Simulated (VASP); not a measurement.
MgO, 4 atoms in the cell. Symmetry: P6_3mc, No. 186, hexagonal system. The conventional cell has a = 3.263 Å, b = 3.263 Å, c = 4.916 Å, α = 90.00°, β = 90.00°, γ = 120.00°. Within 2.6 Å of Mg (site symmetry 3m) lie 4 O at 1.95 to 1.97 Å. O (site symmetry 3m) has 4 Mg at 1.95 to 1.97 Å within 2.6 Å.  This cell differs from its parent crystal: volume scaled by 0.96.

```yaml
Program: VASP 6.6.1
Task: single point
Functional: LDA
Potentials_or_basis: VASP PAW LDA potentials, release 64 (Mg, O)
Cutoff: 520 eV
k_mesh: 9 × 9 × 6
Occupations: fermi-dirac, width 0.05 eV
Spin: no spin polarisation
Dipole_correction: no
Further_INCAR_settings: ALGO = Normal; EDIFF = 1e-06; NBANDS = 16
```

Potentials or basis: VASP PAW LDA potentials, release 64 (Mg, O).

Run with:

```sh
$ cat potpaw_LDA.64/Mg/POTCAR potpaw_LDA.64/O/POTCAR > POTCAR
$ mpirun -np 1 vasp_std > vasp.out
```

Hardware: 1 thread of Intel Xeon 8259CL, on a shared host.

Problem. Estimate the wall time of this run.

Solution. It took 28 s on 1 thread of Intel Xeon 8259CL, with other jobs on the host, peak memory 0.16 GiB. Counts: scf iterations 12, k points 48.
